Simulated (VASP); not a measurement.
# MgZn2O4 (P-1) in VASP: further runs

Runs on MgZn2O4. Level: PBEsol. Tasks: single point.

Program: VASP 6.6.1. These are calculated values, not measurements. Logs are shortened: lines on timing, memory, paths and dates and some standing lists are left out, and cuts for length are marked.

## 1. The cell of the first run

The typed cell holds 7 atoms: a = 2.715 Å, b = 4.885 Å, c = 5.196 Å, α = 78.90°, β = 88.31°, γ = 71.61°.

## 2. Single point, PBEsol (Mn replaced by Zn, lengths x 0.970, strained)

INCAR

```
PREC = Accurate ; ENCUT = 750
EDIFF = 1E-6 ; ISMEAR = 0
SIGMA = 0.1 ; LREAL = False
LASPH = True ; NELM = 120
ALGO = Normal ; ISIF = 2
LWAVE = False ; LCHARG = False
GGA = PS ; NBANDS = 38
GGA_COMPAT = False
```

KPOINTS

```
Automatic mesh
0
Gamma
  8 4 4
```

POSCAR

```
MgZn2O4
1.0
    2.7141499325      0.0562716383      0.0290361654
    1.4452324449      4.6665017535     -0.0211490765
    0.0772240672      1.0461454601      5.0891512558
Mg Zn O
1 2 4
Direct
    0.5000000000      0.5000000000      0.0000000000
    0.7308020297      0.0602634334      0.7245374704
    0.2691979703      0.9397365666      0.2754625296
    0.8502237923      0.7407438591      0.1395837714
    0.3117921898      0.8122726492      0.6987767341
    0.1497762077      0.2592561409      0.8604162286
    0.6882078102      0.1877273508      0.3012232659
```

Potentials or basis: VASP PAW PBE potentials, release 64 (Mg_sv, Zn, O).

Launch:

```bash
cat potpaw_PBE.64/Mg_sv/POTCAR potpaw_PBE.64/Zn/POTCAR potpaw_PBE.64/O/POTCAR > POTCAR
mpirun -np 1 vasp_std > vasp.out
```

OUTCAR:

```text
PREC = Accurate
   ENCUT = 750
   EDIFF = 1E-6
   ISMEAR = 0
   LREAL = False
   LASPH = True
   NELM = 120
   ISIF = 2
   GGA = PS

 ion  position               nearest neighbor table
   1  0.500  0.500  0.000-   5 1.92   7 1.92   6 1.97   4 1.97   6 1.99   4 1.99
   2  0.731  0.060  0.725-   5 1.68   6 1.78   5 1.93   6 1.94   7 2.16   4 2.37   3 2.78   3 2.92

   3  0.269  0.940  0.275-   7 1.68   4 1.78   7 1.93   4 1.94   5 2.16   6 2.37   2 2.78   2 2.92

   4  0.850  0.741  0.140-   3 1.78   3 1.94   1 1.97   1 1.99   2 2.37
   5  0.312  0.812  0.699-   2 1.68   1 1.92   2 1.93   3 2.16
   6  0.150  0.259  0.860-   2 1.78   2 1.94   1 1.97   1 1.99   3 2.37
   7  0.688  0.188  0.301-   3 1.68   1 1.92   3 1.93   2 2.16

  LATTYP: Found a triclinic cell.
 ALAT       =     6.2932592889
 B/A-ratio  =     0.4313962534
 C/A-ratio  =     0.8256671480
 COS(alpha) =     0.0295057354
 COS(beta)  =     0.1621390564
 COS(gamma) =     0.6763148015

  Lattice vectors:

 A1 = (  -4.1593823774,  -4.7227733918,  -0.0078870889)
 A2 = (  -2.7141499325,  -0.0562716383,  -0.0290361654)
 A3 = (  -0.0772240672,  -1.0461454601,  -5.0891512558)

Analysis of symmetry for initial positions (statically):
=====================================================================
 Subroutine PRICEL returns:
 Original cell was already a primitive cell.

 Routine SETGRP: Setting up the symmetry group for a
 triclinic supercell.

 Subroutine GETGRP returns: Found  2 space group operations
 (whereof  2 operations were pure point group operations)
 out of a pool of  2 trial point group operations.

The static configuration has the point symmetry S_2 .

Analysis of symmetry for dynamics (positions and initial velocities):
=====================================================================
 Subroutine PRICEL returns:
 Original cell was already a primitive cell.

 Routine SETGRP: Setting up the symmetry group for a
 triclinic supercell.

 Subroutine GETGRP returns: Found  2 space group operations
 (whereof  2 operations were pure point group operations)
 out of a pool of  2 trial point group operations.

The dynamic configuration has the point symmetry S_2 .

 Subroutine INISYM returns: Found  2 space group operations
 (whereof  2 operations are pure point group operations),
 and found     1 'primitive' translations

----------------------------------------------------------------------------------------

                                     Primitive cell

  volume of cell :      64.1366

  direct lattice vectors                    reciprocal lattice vectors
     2.714149932  0.056271638  0.029036165     0.370625498 -0.114702682  0.017954759
     1.445232445  4.666501754 -0.021149076    -0.003991463  0.215329123 -0.044203313
     0.077224067  1.046145460  5.089151256    -0.002131192  0.001549284  0.196210282

  length of vectors
     2.714888479  4.885220846  5.196137449     0.388384267  0.219855626  0.196227972

  position of ions in fractional coordinates (direct lattice)
     0.500000000  0.500000000  1.000000000
     0.730802030  0.060263433  0.724537470
     0.269197970  0.939736567  0.275462530
     0.850223792  0.740743859  0.139583771
     0.311792190  0.812272649  0.698776734
     0.149776208  0.259256141  0.860416229
     0.688207810  0.187727351  0.301223266

  ion indices of the primitive-cell ions
   primitive index   ion index
                 1           1
                 2           2
                 3           3
                 4           4
                 5           5
                 6           6
                 7           7

----------------------------------------------------------------------------------------

 KPOINTS: Automatic mesh

Automatic generation of k-mesh.
 Grid dimensions read from file:
 generate k-points for:    8    4    4

 Generating k-lattice:

  Cartesian coordinates                     Fractional coordinates (reciprocal lattice)
     0.046328187 -0.014337835  0.002244345     0.125000000 -0.000000000  0.000000000
    -0.000997866  0.053832281 -0.011050828     0.000000000  0.250000000 -0.000000000
    -0.000532798  0.000387321  0.049052571    -0.000000000  0.000000000  0.250000000

  Length of vectors
     0.048548033  0.054963906  0.049056993

  Shift w.r.t. Gamma in fractional coordinates (k-lattice)
     0.000000000  0.000000000  0.000000000

 Subroutine IBZKPT returns following result:
 ===========================================

 Found     68 irreducible k-points:

 Following reciprocal coordinates:
            Coordinates               Weight
  0.000000  0.000000  0.000000      1.000000
  0.125000 -0.000000 -0.000000      2.000000
  0.250000 -0.000000 -0.000000      2.000000
  0.375000 -0.000000 -0.000000      2.000000
  0.500000 -0.000000 -0.000000      1.000000
  0.000000  0.250000  0.000000      2.000000
[... 16 lines left out ...]
  0.500000 -0.000000  0.250000      2.000000
 -0.375000  0.000000  0.250000      2.000000
 [... further k-points ...]
   k-points           NKPTS =     68   k-points in BZ     NKDIM =     68   number of bands    NBANDS=     38
   number of dos      NEDOS =    301   number of ions     NIONS =      7
   total plane-waves  NPLWV =  55296
   dimension x,y,z NGX =    24 NGY =   48 NGZ =   48
   dimension x,y,z NGXF=    48 NGYF=   96 NGZF=   96
   ions per type =               1   2   4
   NGX,Y,Z   is equivalent  to a cutoff of  14.70, 16.33, 15.36 a.u.
   NGXF,Y,Z  is equivalent  to a cutoff of  29.39, 32.67, 30.71 a.u.
 SYSTEM =  unknown system
   PREC   = accura    normal or accurate (medium, high low for compatibility)
   ISTART =      0    job   : 0-new  1-cont  2-samecut
   ICHARG =      2    charge: 1-file 2-atom 10-const
   ISPIN  =      1    spin polarized calculation?
   LNONCOLLINEAR =      F non collinear calculations
   LSORBIT =      F    spin-orbit coupling
   LASPH  =      T    aspherical Exc in radial PAW
   ENCUT  =  750.0 eV  55.12 Ry    7.42 a.u.   6.06 10.91 11.60*2*pi/ulx,y,z
   NELM   =    120;   NELMIN=  2; NELMDL= -5     # of ELM steps
   EDIFF  = 0.1E-05   stopping-criterion for ELM
   LREAL  =      F    real-space projection
   EDIFFG = 0.1E-04   stopping-criterion for IOM
   NSW    =      0    number of steps for IOM
   IBRION =     -1    ionic relax: 0-MD 1-quasi-New 2-CG
   NFREE  =      0    steps in history (QN), initial steepest desc. (CG)
   ISIF   =      2    stress and relaxation
   ISYM   =      2    0-nonsym 1-usesym 2-fastsym
   POTIM  = 0.5000    time-step for ionic-motion
   TEBEG  =    0.0;   TEEND  =   0.0 temperature during run
   PSTRESS=    0.0 pullay stress
   NELECT =      58.0000    total number of electrons
   NUPDOWN=      -1.0000    fix difference up-down
   EMIN   =  10.00;   EMAX   =-10.00  energy-range for DOS
   EFERMI =   0.00;   METHOD = LEGACY
   ISMEAR =     0;   SIGMA  =   0.10  broadening in eV -4-tet -1-fermi 0-gaus
   EFERMI_NEDOS =   21; number of points for ismear=-14 and -15
   IALGO  =     38    algorithm
   IMIX   =      4    mixing-type and parameters
     AMIX     =   0.40;   BMIX     =  1.00
     AMIX_MAG =   1.60;   BMIX_MAG =  1.00
  volume/ion in A,a.u.               =       9.16        61.83
  Fermi-wavevector in a.u.,A,eV,Ry     =   1.583126  2.991675 34.100124  2.506288
  Thomas-Fermi vector in A             =   2.682944
   LORBIT       =      0    0 simple, 1 ext, 2 COOP (PROOUT), +10 PAW based schemes
   GGA     = PS    functional components
   LHFCALC =     F    Hartree Fock is set to
   AEXX    =    0.0000 exact exchange contribution
   IVDW    =     0    specifies the selected vdW correction
   LEPSILON=     F    determine dielectric tensor
   LRPA    =     F    only Hartree local field effects (RPA)
 non-spin polarized calculation
 Gauss-broadening in eV      SIGMA  =   0.10
  energy-cutoff  :      750.00
  volume of cell :       64.14
 maximum number of plane-waves:      3020
   NGX = 13   NGY = 21   NGZ = 23

 number of electron      57.9999994 magnetization

 Free energy of the ion-electron system (eV)
  ---------------------------------------------------
  ext. energy  EPLUGINS =         0.00000000
  ---------------------------------------------------
  free energy    TOTEN  =       -32.50999573 eV

  energy without entropy =      -32.47834940  energy(sigma->0) =      -32.49417256

 E-fermi :   2.7051     XC(G=0): -12.0389

 val. band max:        2.6994396181   @ k =   0.2500   0.5000   0.0000
 cond. band min:       2.7120687635   @ k =   0.1250   0.2500   0.2500
 fundamental gap:      0.0126291454
 Fermi energy:         2.7051421986

 k-point     1 :       0.0000    0.0000    0.0000
  band No.  band energies     occupation
      1     -69.2690      2.00000
      2     -36.2825      2.00000
      3     -36.2140      2.00000
      4     -36.2066      2.00000
      5     -17.1048      2.00000
      6     -15.6136      2.00000
[... 30 lines left out ...]
     37      16.1959      0.00000
     38      16.4507      0.00000

 k-point     2 :       0.1250   -0.0000   -0.0000
  band No.  band energies     occupation
      1     -69.2675      2.00000
      2     -36.2792      2.00000
      3     -36.2260      2.00000
      4     -36.2107      2.00000
      5     -16.9167      2.00000
      6     -15.5103      2.00000
[... 30 lines left out ...]
     37      16.3765      0.00000
     38      16.8760      0.00000

 k-point     3 :       0.2500   -0.0000   -0.0000
  band No.  band energies     occupation
      1     -69.2638      2.00000
      2     -36.2716      2.00000
      3     -36.2680      2.00000
      4     -36.2068      2.00000
      5     -16.4075      2.00000
      6     -15.2724      2.00000
[... 30 lines left out ...]
     37      15.6525      0.00000
[... 781 lines left out ...]
 k-point    23 :       0.5000   -0.0000    0.2500
  band No.  band energies     occupation
      1     -69.2585      2.00000
      2     -36.3288      2.00000
      3     -36.2594      2.00000
      4     -36.2007      2.00000
      5     -15.2799      2.00000
      6     -15.1790      2.00000
[... 30 lines left out ...]
     37      15.6736      0.00000
     38      16.2162      0.00000

 k-point    24 :      -0.3750    0.0000    0.2500
  band No.  band energies     occupation
      1     -69.2600      2.00000
      2     -36.3112      2.00000
      3     -36.2628      2.00000
      4     -36.2026      2.00000
      5     -15.6820      2.00000
      6     -15.1892      2.00000
[... 30 lines left out ...]
     37      15.6759      0.00000
     38      16.1336      0.00000

 [... further k-points ...]

------------------------ aborting loop because EDIFF is reached ----------------------------------------

  FORCE on cell =-STRESS in cart. coord.  units (eV):
  Direction    XX          YY          ZZ          XY          YZ          ZX
  --------------------------------------------------------------------------------------
  -------------------------------------------------------------------------------------
  Total       23.4057271     20.9735217      9.9637517     -8.2071018      3.4768589     -1.4672455
  in kB      584.6915346    523.9333307    248.9015286   -205.0191783     86.8543809    -36.6528250
  external PRESSURE =     452.5087980 kB  Pullay stress =       0.0000000 kB

 VOLUME and BASIS-vectors are now :
 -----------------------------------------------------------------------------
  energy-cutoff  :      750.00
  volume of cell :       64.14
      direct lattice vectors                 reciprocal lattice vectors
     2.714149932  0.056271638  0.029036165     0.370625498 -0.114702682  0.017954759
     1.445232445  4.666501754 -0.021149076    -0.003991463  0.215329123 -0.044203313
     0.077224067  1.046145460  5.089151256    -0.002131192  0.001549284  0.196210282

 POSITION                                       TOTAL-FORCE (eV/Angst)
 -----------------------------------------------------------------------------------
      2.07969      2.36139      0.00394        -0.000000     -0.000000      0.000000
      2.12655      1.08031      3.70723        -2.066819      2.014324     -0.069369
      2.11005      4.68860      1.38981         2.066819     -2.014324      0.069369
      3.38896      3.65055      0.71938         1.067606     -1.741444      0.132247
      2.07414      4.53904      3.54805         2.950638     -3.424837     -2.319387
      0.84765      2.11837      4.37765        -1.067606      1.741444     -0.132247
      2.16247      1.22988      1.54898        -2.950638      3.424837      2.319387
 -----------------------------------------------------------------------------------
    total drift:                                0.000000      0.000000      0.000000

  FREE ENERGIE OF THE ION-ELECTRON SYSTEM (eV)
  ---------------------------------------------------
  free  energy   TOTEN  =       -32.5099957252 eV

  energy  without entropy=      -32.4783494035  energy(sigma->0) =      -32.49417256
```

It took 4.5 min on 1 thread of Intel Xeon Platinum 8175M at 2.50GHz (Skylake/Cascade Lake), shared host; peak memory 0.39 GiB.

Results:

- Free energy: -32.5100 eV
- Pressure: 45.3 GPa
- Largest force: 5.081 eV/Å
- Band gap on the k mesh: zero (bands 29 and 30 overlap by 0.65 eV)

Forces in eV/Å, atoms in the order of the input:
```
Mg   0.000  0.000  0.000
Zn  -2.067  2.014 -0.069
Zn   2.067 -2.014  0.069
O    1.068 -1.741  0.132
O    2.951 -3.425 -2.319
O   -1.068  1.741 -0.132
O   -2.951  3.425  2.319
```

Caveat: the cell differs from its parent crystal (Mn replaced by Zn, lengths x 0.970, strained); the cell stands under pressure; semilocal functionals underestimate gaps, so a narrow gap can read as zero; the PAW data sets were made with another functional, which shifts forces and pressure a little.

[end of part 1 of 2]
